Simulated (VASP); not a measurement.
# TiAl3 (Pmm2) in VASP: further runs, part 2 of 2

VASP 6.6.1. Earlier steps stand in the parts before.

## (3) Single point, PBEsol

This run uses another cell than the first one: it holds 8 atoms, not 4.

INCAR

```
ALGO = Fast ; EDIFF = 1E-6
ENCUT = 520 ; GGA = PS
ISIF = 2 ; ISMEAR = 0
LASPH = True ; LCHARG = False
LREAL = False ; LWAVE = False
NBANDS = 31 ; NELM = 60
PREC = Accurate ; SIGMA = 0.15
```

KPOINTS

```
k-points
0
Gamma
  12 8 4
```

POSCAR

```
TiAl3
1.0
    2.7813912067      0.0000000000      0.0000000000
    0.0000000000      4.6710700316      0.0000000000
    0.0000000000      0.0000000000      9.7868060773
Ti Al
2 6
Direct
    0.0000000000      0.5000000000      0.0815841035
    0.0000000000      0.5000000000      0.5815841035
    0.5000000000      0.5000000000      0.3320232623
    0.5000000000      0.5000000000      0.8320232623
    0.5000000000      0.0000000000      0.1665550908
    0.5000000000      0.0000000000      0.6665550908
    0.0000000000      0.0000000000      0.4198370434
    0.0000000000      0.0000000000      0.9198370434
```

Potentials or basis: VASP PAW PBE potentials, release 64 (Ti_sv, Al).

The run is started by

```sh
cat potpaw_PBE.64/Ti_sv/POTCAR potpaw_PBE.64/Al/POTCAR > POTCAR
mpirun -np 1 vasp_std > vasp.out
```

OUTCAR:

```text
EDIFF = 1E-6
   ENCUT = 520
   GGA = PS
   ISIF = 2
   ISMEAR = 0
   LASPH = True
   LREAL = False
   NELM = 60
   PREC = Accurate

 ion  position               nearest neighbor table
   1  0.000  0.500  0.082-   4 2.81   4 2.81   3 2.82   3 2.82   8 2.82   8 2.82   5 2.84   5 2.84
                             5 2.84   5 2.84
   2  0.000  0.500  0.582-   3 2.81   3 2.81   4 2.82   4 2.82   7 2.82   7 2.82   6 2.84   6 2.84
                             6 2.84   6 2.84
   3  0.500  0.500  0.332-   2 2.81   2 2.81   1 2.82   1 2.82   5 2.84   5 2.84   7 2.85   7 2.85
[... 1058 lines left out ...]
  Total        0.0674937     -0.0108824      0.1381603      0.0000000      0.0000000      0.0000000
  in kB        0.8504606     -0.1371248      1.7409027      0.0000000      0.0000000      0.0000000
  external PRESSURE =       0.8180795 kB  Pullay stress =       0.0000000 kB

 VOLUME and BASIS-vectors are now :
 -----------------------------------------------------------------------------
  energy-cutoff  :      520.00
  volume of cell :      127.15
      direct lattice vectors                 reciprocal lattice vectors
     2.781391207  0.000000000  0.000000000     0.359532308  0.000000000  0.000000000
     0.000000000  4.671070032  0.000000000     0.000000000  0.214083710  0.000000000
     0.000000000  0.000000000  9.786806077     0.000000000  0.000000000  0.102178381

 POSITION                                       TOTAL-FORCE (eV/Angst)
 -----------------------------------------------------------------------------------
      0.00000      2.33554      0.79845        -0.000000      0.000000     -0.013084
      0.00000      2.33554      5.69185        -0.000000      0.000000     -0.013084
      1.39070      2.33554      3.24945        -0.000000     -0.000000      0.010507
      1.39070      2.33554      8.14285        -0.000000     -0.000000      0.010507
      1.39070      0.00000      1.63004         0.000000     -0.000000     -0.002190
      1.39070      0.00000      6.52345        -0.000000     -0.000000     -0.002190
      0.00000      0.00000      4.10886         0.000000      0.000000      0.004766
      0.00000      0.00000      9.00227         0.000000      0.000000      0.004766
 -----------------------------------------------------------------------------------
    total drift:                                0.000000      0.000000     -0.000617

  FREE ENERGIE OF THE ION-ELECTRON SYSTEM (eV)
  ---------------------------------------------------
  free  energy   TOTEN  =       -43.2046271185 eV

  energy  without entropy=      -43.1431791467  energy(sigma->0) =      -43.17390313
```

OSZICAR:

```text
N       E                     dE             d eps       ncg     rms          rms(c)
DAV:   1     0.347815893609E+03    0.34782E+03   -0.18544E+04  6510   0.131E+03
DAV:   2    -0.551058485519E+01   -0.35333E+03   -0.34297E+03  6643   0.376E+02
DAV:   3    -0.428728091528E+02   -0.37362E+02   -0.36452E+02 10992   0.103E+02
[... 25 lines left out ...]
RMM:  29    -0.432046307613E+02    0.92461E-06   -0.20438E-05  7480   0.137E-02    0.743E-02
RMM:  30    -0.432046304180E+02    0.34331E-06   -0.14310E-05  7532   0.135E-02    0.698E-02
RMM:  31    -0.432046312159E+02   -0.79793E-06   -0.11136E-05  6929   0.115E-02    0.670E-02
RMM:  32    -0.432046276050E+02    0.36110E-05   -0.19133E-05  9897   0.273E-02    0.410E-02
RMM:  33    -0.432046270566E+02    0.54841E-06   -0.12547E-05  9196   0.191E-02    0.234E-02
RMM:  34    -0.432046271185E+02   -0.61971E-07   -0.71954E-06  8395   0.151E-02
   1 F= -.43204627E+02 E0= -.43173903E+02  d E =-.614480E-01
```

stdout:

```text
POSCAR found type information on POSCAR TiAl
 POSCAR found :  2 types and       8 ions
 scaLAPACK will be used
 -----------------------------------------------------------------------------
|                                                                             |
|                                                                             |
|     You enforced a specific xc type in the INCAR file but a different       |
|     I HOPE YOU KNOW WHAT YOU ARE DOING!                                     |
|                                                                             |
 -----------------------------------------------------------------------------

 LDA part: xc-table for (Slater+PW92), standard interpolation
 POSCAR, INCAR and KPOINTS ok, starting setup
 FFT: planning ... GRIDC
 FFT: planning ... GRID_SOFT
 FFT: planning ... GRID
 WAVECAR not read
 entering main loop
WARNING in EDDRMM: call to ZHEGV failed, returncode =   8  4     14
WARNING in EDDRMM: call to ZHEGV failed, returncode =   8  4     19
WARNING in EDDRMM: call to ZHEGV failed, returncode =   8  4     21
WARNING in EDDRMM: call to ZHEGV failed, returncode =   6  3     15
WARNING in EDDRMM: call to ZHEGV failed, returncode =   6  3     14
WARNING in EDDRMM: call to ZHEGV failed, returncode =   6  3     10
WARNING in EDDRMM: call to ZHEGV failed, returncode =   6  3     10
WARNING in EDDRMM: call to ZHEGV failed, returncode =   8  4     28
WARNING in EDDRMM: call to ZHEGV failed, returncode =   6  3     21
```

It took 16 min on 1 thread of Intel Xeon Platinum 8259CL at 2.50GHz (Skylake/Cascade Lake), shared host; peak memory 0.47 GiB.

Results:

| Property | Result |
| --- | --- |
| Free energy | -43.2046 eV |
| Pressure | 0.1 GPa |
| Largest force | 0.013 eV/Å |
| Band gap on the k mesh | zero (bands 21 and 22 overlap by 1.63 eV) |

Forces on the atoms (eV/Å):
```
Ti   0.000  0.000 -0.013
Ti   0.000  0.000 -0.013
Al   0.000  0.000  0.011
Al   0.000  0.000  0.011
Al   0.000  0.000 -0.002
Al   0.000  0.000 -0.002
Al   0.000  0.000  0.005
Al   0.000  0.000  0.005
```

Stress tensor (GPa, compression positive):
```
 0.09  0.00  0.00
 0.00 -0.01  0.00
 0.00  0.00  0.17
```

Caveat: the PAW data sets were made with another functional, which shifts forces and pressure a little.
